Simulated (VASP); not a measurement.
Wanted: the native input for a VASP 6.6.1 run.

| Property | Result |
| --- | --- |
| Task | single point |
| Functional | PBE |
| Dispersion | D3(BJ) |
| Potentials or basis | VASP PAW PBE potentials, release 64 (Mo_sv, Se) |
| Cutoff | 400 eV |
| k mesh | 10 × 10 × 4 |
| Occupations | gaussian, width 0.05 eV |
| Spin | no spin polarisation |
| Dipole correction | no |
| k mesh for the DOS | 15 × 15 × 6 |
| Occupations for the DOS | tetrahedron |
| Further INCAR settings | ALGO = Normal; EDIFF = 1e-06; NBANDS = 35 |

MoSe2:

```xyz
6
Lattice="3.2769 0.0000 0.0000 -1.6385 2.8379 0.0000 0.0000 0.0000 12.7341" Properties=species:S:1:pos:R:3 pbc="T T T"
Mo    0.0000    1.8919    3.1835
Mo    1.6385    0.9460    9.5506
Se    0.0000    1.8919    7.8766
Se    1.6385    0.9460    1.5095
Se    0.0000    1.8919   11.2246
Se    1.6385    0.9460    4.8575
```

The input as run:

POSCAR

```
MoSe2
1.0
    3.2769031934      0.0000000000      0.0000000000
   -1.6384515967      2.8378814112      0.0000000000
    0.0000000000      0.0000000000     12.7341133400
Mo Se
2 4
Direct
    0.3333333333      0.6666666667      0.2500000000
    0.6666666667      0.3333333333      0.7500000000
    0.3333333333      0.6666666667      0.6185407763
    0.6666666667      0.3333333333      0.1185407763
    0.3333333333      0.6666666667      0.8814592237
    0.6666666667      0.3333333333      0.3814592237
```

INCAR.step1

```
PREC = Accurate
ENCUT = 400
EDIFF = 1E-6
ISMEAR = 0
SIGMA = 0.05
LREAL = False
LASPH = True
NELM = 120
ALGO = Normal
ISIF = 2
LWAVE = False
LCHARG = True
LMAXMIX = 4
GGA = PE
IVDW = 12
NBANDS = 35
GGA_COMPAT = False
NEDOS = 2001
LORBIT = 11
```

KPOINTS.step1

```
regular mesh
0
Gamma
  10 10 4
```

INCAR.step2

```
PREC = Accurate
ENCUT = 400
EDIFF = 1E-6
ISMEAR = -5
SIGMA = 0.05
LREAL = False
LASPH = True
NELM = 120
ALGO = Normal
ISIF = 2
LWAVE = False
LCHARG = False
LMAXMIX = 4
GGA = PE
IVDW = 12
LORBIT = 10
NBANDS = 35
NEDOS = 1001
ICHARG = 11
GGA_COMPAT = False
```

KPOINTS.step2

```
regular mesh
0
Gamma
  15 15 6
```

Potentials or basis: VASP PAW PBE potentials, release 64 (Mo_sv, Se).

Run with:

```bash
$ cat potpaw_PBE.64/Mo_sv/POTCAR potpaw_PBE.64/Se/POTCAR > POTCAR
$ cp INCAR.step1 INCAR
$ cp KPOINTS.step1 KPOINTS
$ mpirun -np 1 vasp_std > vasp.out
$ cp INCAR.step2 INCAR
$ cp KPOINTS.step2 KPOINTS
$ mpirun -np 1 vasp_std > vasp.out
```

Results of the run:

The valence electrons inside the program's atomic spheres are Mo 12.42; Se 3.88. The dispersion energy per atom is -0.479 eV.

Run time: 7.2 min on 1 thread of Intel Xeon 8259CL (shared host), peak memory 0.39 GiB.
